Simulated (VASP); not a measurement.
# Ir in VASP: notebook

Runs on Ir. Level: PBEsol. Tasks: electric field gradients.

All numbers are computed with VASP 6.6.1; they aren't measurements. Logs are shortened: lines on timing, memory, paths and dates and some standing lists are left out, and cuts for length are marked.

## 1. The cell of the first run

Symmetry: Fm-3m, No. 225, cubic system. Conventional cell: a = 3.915 Å, b = 3.915 Å, c = 3.915 Å, α = 90.00°, β = 90.00°, γ = 90.00°. Ir (site symmetry m-3m) has 12 Ir at 2.77 Å within 3.6 Å.

## 2. Electric field gradients, PBEsol (volume scaled by 1.06)

File INCAR:

```
PREC = Accurate
ENCUT = 520
EDIFF = 1E-8
ISMEAR = -1
SIGMA = 0.05
LREAL = False
LASPH = True
NELM = 100
ALGO = Normal
ISIF = 2
LWAVE = False
LCHARG = False
GGA = PS
LEFG = True
NBANDS = 10
```

File KPOINTS:

```
Automatic mesh
0
Gamma
  15 15 15
```

File POSCAR:

```
Ir
1.0
    0.0000000000      1.9573507352      1.9573507352
    1.9573507352      0.0000000000      1.9573507352
    1.9573507352      1.9573507352      0.0000000000
Ir
1
Direct
    0.0000000000      0.0000000000      0.0000000000
```

Potentials or basis: VASP PAW PBE potentials, release 64 (Ir).

Command:

```
$ cat potpaw_PBE.64/Ir/POTCAR > POTCAR
$ mpirun -np 1 vasp_std > vasp.out
```

OUTCAR:

```text
PREC = Accurate
   ENCUT = 520
   EDIFF = 1E-8
   ISMEAR = -1
   LREAL = False
   LASPH = True
   NELM = 100
   ISIF = 2
   GGA = PS

 ion  position               nearest neighbor table
   1  0.000  0.000  0.000-

  LATTYP: Found a face centered cubic cell.
 ALAT       =     3.9147014704

  Lattice vectors:

 A1 = (   0.0000000000,   1.9573507352,   1.9573507352)
 A2 = (   1.9573507352,   0.0000000000,   1.9573507352)
 A3 = (   1.9573507352,   1.9573507352,   0.0000000000)

Analysis of symmetry for initial positions (statically):
=====================================================================
 Subroutine PRICEL returns:
 Original cell was already a primitive cell.

 Routine SETGRP: Setting up the symmetry group for a
 face centered cubic supercell.

 Subroutine GETGRP returns: Found 48 space group operations
 (whereof 48 operations were pure point group operations)
 out of a pool of 48 trial point group operations.

The static configuration has the point symmetry O_h .

Analysis of symmetry for dynamics (positions and initial velocities):
=====================================================================
 Subroutine PRICEL returns:
 Original cell was already a primitive cell.

 Routine SETGRP: Setting up the symmetry group for a
 face centered cubic supercell.

 Subroutine GETGRP returns: Found 48 space group operations
 (whereof 48 operations were pure point group operations)
 out of a pool of 48 trial point group operations.

The dynamic configuration has the point symmetry O_h .

 Subroutine INISYM returns: Found 48 space group operations
 (whereof 48 operations are pure point group operations),
 and found     1 'primitive' translations

----------------------------------------------------------------------------------------

                                     Primitive cell

  volume of cell :      14.9981

  direct lattice vectors                    reciprocal lattice vectors
     0.000000000  1.957350735  1.957350735    -0.255447320  0.255447320  0.255447320
     1.957350735  0.000000000  1.957350735     0.255447320 -0.255447320  0.255447320
     1.957350735  1.957350735  0.000000000     0.255447320  0.255447320 -0.255447320

  length of vectors
     2.768111956  2.768111956  2.768111956     0.442447737  0.442447737  0.442447737

  position of ions in fractional coordinates (direct lattice)
     0.000000000  0.000000000  0.000000000

  ion indices of the primitive-cell ions
   primitive index   ion index
                 1           1

----------------------------------------------------------------------------------------

 KPOINTS: Automatic mesh

Automatic generation of k-mesh.
 Grid dimensions read from file:
 generate k-points for:   15   15   15

 Generating k-lattice:

  Cartesian coordinates                     Fractional coordinates (reciprocal lattice)
    -0.017029821  0.017029821  0.017029821     0.066666667  0.000000000  0.000000000
     0.017029821 -0.017029821  0.017029821     0.000000000  0.066666667  0.000000000
     0.017029821  0.017029821 -0.017029821     0.000000000  0.000000000  0.066666667

  Length of vectors
     0.029496516  0.029496516  0.029496516

  Shift w.r.t. Gamma in fractional coordinates (k-lattice)
     0.000000000  0.000000000  0.000000000

 Subroutine IBZKPT returns following result:
 ===========================================

 Found    120 irreducible k-points:

 Following reciprocal coordinates:
            Coordinates               Weight
  0.000000  0.000000  0.000000      1.000000
  0.066667  0.000000  0.000000      8.000000
  0.133333  0.000000  0.000000      8.000000
  0.200000  0.000000  0.000000      8.000000
  0.266667  0.000000  0.000000      8.000000
  0.333333  0.000000  0.000000      8.000000
[... 16 lines left out ...]
  0.133333  0.133333  0.000000      6.000000
  0.200000  0.133333  0.000000     24.000000
 [... further k-points ...]
   k-points           NKPTS =    120   k-points in BZ     NKDIM =    120   number of bands    NBANDS=     10
   number of dos      NEDOS =    301   number of ions     NIONS =      1
   total plane-waves  NPLWV =  13824
   dimension x,y,z NGX =    24 NGY =   24 NGZ =   24
   dimension x,y,z NGXF=    48 NGYF=   48 NGZF=   48
   ions per type =               1
   NGX,Y,Z   is equivalent  to a cutoff of  14.41, 14.41, 14.41 a.u.
   NGXF,Y,Z  is equivalent  to a cutoff of  28.83, 28.83, 28.83 a.u.
 SYSTEM =  unknown system
   PREC   = accura    normal or accurate (medium, high low for compatibility)
   ISTART =      0    job   : 0-new  1-cont  2-samecut
   ICHARG =      2    charge: 1-file 2-atom 10-const
   ISPIN  =      1    spin polarized calculation?
   LNONCOLLINEAR =      F non collinear calculations
   LSORBIT =      F    spin-orbit coupling
   LASPH  =      T    aspherical Exc in radial PAW
   ENCUT  =  520.0 eV  38.22 Ry    6.18 a.u.   5.15  5.15  5.15*2*pi/ulx,y,z
   NELM   =    100;   NELMIN=  2; NELMDL= -5     # of ELM steps
   EDIFF  = 0.1E-07   stopping-criterion for ELM
   LREAL  =      F    real-space projection
   EDIFFG = 0.1E-06   stopping-criterion for IOM
   NSW    =      0    number of steps for IOM
   IBRION =     -1    ionic relax: 0-MD 1-quasi-New 2-CG
   NFREE  =      0    steps in history (QN), initial steepest desc. (CG)
   ISIF   =      2    stress and relaxation
   ISYM   =      2    0-nonsym 1-usesym 2-fastsym
   POTIM  = 0.5000    time-step for ionic-motion
   TEBEG  =    0.0;   TEEND  =   0.0 temperature during run
   PSTRESS=    0.0 pullay stress
   NELECT =       9.0000    total number of electrons
   NUPDOWN=      -1.0000    fix difference up-down
   EMIN   =  10.00;   EMAX   =-10.00  energy-range for DOS
   EFERMI =   0.00;   METHOD = LEGACY
   ISMEAR =    -1;   SIGMA  =   0.05  broadening in eV -4-tet -1-fermi 0-gaus
   EFERMI_NEDOS =   21; number of points for ismear=-14 and -15
   IALGO  =     38    algorithm
   IMIX   =      4    mixing-type and parameters
     AMIX     =   0.40;   BMIX     =  1.00
     AMIX_MAG =   1.60;   BMIX_MAG =  1.00
  volume/ion in A,a.u.               =      15.00       101.21
  Fermi-wavevector in a.u.,A,eV,Ry     =   1.380841  2.609411 25.942527  1.906722
  Thomas-Fermi vector in A             =   2.505681
   LORBIT       =      0    0 simple, 1 ext, 2 COOP (PROOUT), +10 PAW based schemes
   GGA     = PS    functional components
   LHFCALC =     F    Hartree Fock is set to
   AEXX    =    0.0000 exact exchange contribution
   IVDW    =     0    specifies the selected vdW correction
   LEPSILON=     F    determine dielectric tensor
   LRPA    =     F    only Hartree local field effects (RPA)
 non-spin polarized calculation
  energy-cutoff  :      520.00
  volume of cell :       15.00
 maximum number of plane-waves:       419
 NGX is ok and might be reduce to    24
   NGX = 11   NGY = 11   NGZ = 11

 number of electron       9.0000001 magnetization

 Free energy of the ion-electron system (eV)
  ---------------------------------------------------
  ext. energy  EPLUGINS =         0.00000000
  ---------------------------------------------------
  free energy    TOTEN  =        -9.76584425 eV

  energy without entropy =       -9.75712055  energy(sigma->0) =       -9.76148240

 E-fermi :   9.2949     XC(G=0): -13.7612

 val. band max:        9.2867850418   @ k =  -0.4000   0.4667   0.0667
 cond. band min:       9.3024415503   @ k =  -0.3333   0.2667   0.0667
 fundamental gap:      0.0156565086
 Fermi energy:         9.2948815895

 k-point     1 :       0.0000    0.0000    0.0000
  band No.  band energies     occupation
      1      -1.3099      2.00000
      2       5.6869      2.00000
      3       5.6869      2.00000
      4       5.6869      2.00000
      5       8.1608      2.00000
      6       8.1608      2.00000
      7      23.6774      0.00000
      8      28.9049      0.00000
      9      28.9049      0.00000
     10      28.9049      0.00000

 k-point     2 :       0.0667    0.0000    0.0000
  band No.  band energies     occupation
      1      -1.1241      2.00000
      2       5.5920      2.00000
      3       5.7656      2.00000
      4       5.7656      2.00000
      5       8.1125      2.00000
      6       8.1125      2.00000
      7      23.9877      0.00000
      8      27.9090      0.00000
      9      29.2013      0.00000
     10      29.2013      0.00000
[... 274 lines left out ...]
 k-point    24 :       0.2000    0.1333    0.0000
  band No.  band energies     occupation
      1       0.2521      2.00000
      2       4.7301      2.00000
      3       6.4114      2.00000
      4       6.4965      2.00000
      5       7.2415      2.00000
      6       8.5889      2.00000
      7      26.0299      0.00000
      8      26.1436      0.00000
      9      28.8919      0.00000
     10      29.4565      0.00000

 [... further k-points ...]
[... 5 lines left out ...]
  --------------------------------------------------------------------------------------
  -------------------------------------------------------------------------------------
  Total       -1.9582774     -1.9582774     -1.9582774      0.0000000      0.0000000      0.0000000
  in kB     -209.1938145   -209.1938145   -209.1938145      0.0000000      0.0000000      0.0000000
  external PRESSURE =    -209.1938145 kB  Pullay stress =       0.0000000 kB

 VOLUME and BASIS-vectors are now :
 -----------------------------------------------------------------------------
  energy-cutoff  :      520.00
  volume of cell :       15.00
      direct lattice vectors                 reciprocal lattice vectors
     0.000000000  1.957350735  1.957350735    -0.255447320  0.255447320  0.255447320
     1.957350735  0.000000000  1.957350735     0.255447320 -0.255447320  0.255447320
     1.957350735  1.957350735  0.000000000     0.255447320  0.255447320 -0.255447320

 POSITION                                       TOTAL-FORCE (eV/Angst)
 -----------------------------------------------------------------------------------
      0.00000      0.00000      0.00000         0.000000      0.000000      0.000000
 -----------------------------------------------------------------------------------
    total drift:                               -0.000000      0.000000      0.000000

  FREE ENERGIE OF THE ION-ELECTRON SYSTEM (eV)
  ---------------------------------------------------
  free  energy   TOTEN  =        -9.7658442530 eV

  energy  without entropy=       -9.7571205459  energy(sigma->0) =       -9.76148240

 Electric field gradients (V/A^2)
---------------------------------------------------------------------
 ion       V_xx      V_yy      V_zz      V_xy      V_xz      V_yz
---------------------------------------------------------------------
   1      -0.000    -0.000    -0.000     0.000     0.000     0.000
---------------------------------------------------------------------

 Electric field gradients after diagonalization (V/A^2)
 (convention: |V_zz| > |V_xx| > |V_yy|)
----------------------------------------------------------------------
 ion       V_xx      V_yy      V_zz     asymmetry (V_yy - V_xx)/ V_zz
----------------------------------------------------------------------
   1      -0.000    -0.000     0.000       0.000
----------------------------------------------------------------------

           NMR quadrupolar parameters

 Cq : quadrupolar parameter    Cq=e*Q*V_zz/h
 eta: asymmetry parameters     (V_yy - V_xx)/ V_zz
 Q  : nuclear electric quadrupole moment in mb (millibarn)
----------------------------------------------------------------------
 ion       Cq(MHz)       eta       Q (mb)
----------------------------------------------------------------------
   1       0.000       0.000       1.000
----------------------------------------------------------------------
```

Run time: 6.8 s. Hardware: 1 thread of Intel Xeon 6975P-C (Granite Rapids), shared host; peak memory 0.15 GiB.

What came out:

```yaml
Free_energy: -9.7658 eV
Pressure: -20.9 GPa
```

Caveat: without QUAD_EFG the Cq values of the log hold for a quadrupole moment of 1 mb, not for the nuclei; the PAW data sets were made with another functional, which shifts forces and pressure a little; spin-orbit coupling is left out, which moves the levels of the heavy elements.

[end of part 1 of 2]
